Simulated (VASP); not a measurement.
Set up this calculation in VASP 6.6.1, as the native input.

```
Task                      : relaxation of the atoms
Functional                : PBEsol
Potentials or basis       : VASP PAW PBE potentials, release 64 (Se, Zn)
Cutoff                    : 520 eV
k mesh                    : 9 × 9 × 1
Occupations               : gaussian, width 0.05 eV
Spin                      : no spin polarisation
Dipole correction         : yes
Atoms held fixed (from 0) : [0, 3, 1]
Further INCAR settings    : ALGO = Normal; EDIFF = 1e-06; IBRION = 2; EDIFFG = -0.03; NSW = 90
```

The structure of ZnSe lies in POSCAR:

```
ZnSe
1.0
    3.9832742419      0.0000000000      0.0000000000
   -1.9916371210      3.4496166838      0.0000000000
    0.0000000000      0.0000000000     24.3177420488
Se Zn
3 3
Selective dynamics
Direct
    0.0000000000      0.0000000000      0.3495390313  F F F
    0.3333333333      0.6666666667      0.4832821146  F F F
    0.6666666667      0.3333333333      0.6170251978  T T T
    0.3333333333      0.6666666667      0.3829748022  F F F
    0.6666666667      0.3333333333      0.5167178854  T T T
    0.0000000000      0.0000000000      0.6504609687  T T T
```

The input as run:

INCAR

```
PREC     = Accurate       # precision mode
ENCUT    = 520            # plane-wave cutoff, eV
EDIFF    = 1E-6           # SCF threshold, eV
ISMEAR   = 0              # smearing method
SIGMA    = 0.05           # smearing width, eV
LREAL    = F              # projectors in reciprocal space
LASPH    = T              # aspherical terms in the spheres
NELM     = 100            # most SCF steps
ALGO     = Normal         # electronic algorithm
ISIF     = 2              # what is computed and relaxed
LWAVE    = F              # write WAVECAR
LCHARG   = F              # write CHGCAR
LDIPOL   = T            
IDIPOL   = 3            
DIPOL    = 0.5 0.5 0.500
GGA      = PS             # functional
IBRION   = 2              # ionic algorithm
NSW      = 90             # ionic steps
EDIFFG   = -0.03          # ionic threshold
LUSENCCL = F
```

KPOINTS

```
Automatic mesh
0
Gamma
  9 9 1
```

Potentials or basis: VASP PAW PBE potentials, release 64 (Se, Zn).

The run is started by

```sh
$ cat potpaw_PBE.64/Se/POTCAR potpaw_PBE.64/Zn/POTCAR > POTCAR
$ mpirun -np 1 vasp_std > vasp.out
```

It gave:

```yaml
Energy_gained_by_relaxing: 34.1 meV/atom
Ionic_steps: 13
Band_gap_on_the_k_mesh: zero (band 27 reaches -1.36 eV, above the bottom of band 28 at -1.53 eV)
```

Wall time 4.6 min on 1 × NVIDIA H100 80GB with 1 thread of AMD EPYC 7R13 Processor (Zen 3), on a shared host, peak memory 1.5 GiB.
